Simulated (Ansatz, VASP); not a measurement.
# BP: VASP beside Ansatz

INCAR

```
ALGO     = Normal         # electronic algorithm
EDIFF    = 1E-6           # SCF threshold, eV
ENCUT    = 500            # plane-wave cutoff, eV
GGA_COMPAT= False        
ISIF     = 2              # what is computed and relaxed
ISMEAR   = 0              # smearing method
LASPH    = True           # aspherical terms in the spheres
LCHARG   = False          # write CHGCAR
LREAL    = False          # projectors in reciprocal space
LWAVE    = False          # write WAVECAR
NBANDS   = 11             # bands
NELM     = 120            # most SCF steps
PREC     = Accurate       # precision mode
SIGMA    = 0.05           # smearing width, eV
```

File KPOINTS:

```
k-points
0
Gamma
  6 6 6
```

POSCAR

```
BP
1.0
    0.0000000000      2.3000000000      2.3000000000
    2.3000000000      0.0000000000      2.3000000000
    2.3000000000      2.3000000000      0.0000000000
B P
1 1
Direct
    0.0000000000      0.0000000000      0.0000000000
    0.5000000000      0.5000000000      0.5000000000
```

Input for Ansatz:

```yaml
crystal:
  lattice:
    - [0.0, 2.3, 2.3]
    - [2.3, 0.0, 2.3]
    - [2.3, 2.3, 0.0]
  atoms:
    - { symbol: B, position: [0.0, 0.0, 0.0] }
    - { symbol: P, position: [0.5, 0.5, 0.5] }
basis:
  ecutwfc: 420
kpoints:
  mp_grid: { grid: [6, 6, 6] }
hamiltonian:
  xc: lda
scf:
  occupations: { method: gaussian, width: 0.05 }
output:
  forces: true
  stress: true
  eigenvalues: true
```

Alike in both runs: task single point; functional LDA; k mesh 6 × 6 × 6; occupations gaussian, width 0.05 eV; no spin polarisation.

|  | VASP | Ansatz |
| --- | --- | --- |
| version | VASP 6.6.1 | Ansatz 0.2.0 |
| potentials or method | VASP PAW LDA potentials, release 64 (B, P), cutoff 500 eV | scalar-relativistic, plane waves, PAW |
| valence electrons in the cell | 8 | 8 |

```csv
,VASP,Ansatz,Ansatz less VASP
gap on the k mesh at the Fermi level (eV),none,none,-
pressure (GPa),-25.5,-25.5,-0.01
```

LDA's correlation is that of Perdew and Zunger in VASP and of Perdew and Wang (1992) in Ansatz. A gap of «none» marks a metal or a gap that the smearing closes.

The k mesh is coarse, so the values compare programs but aren't converged.
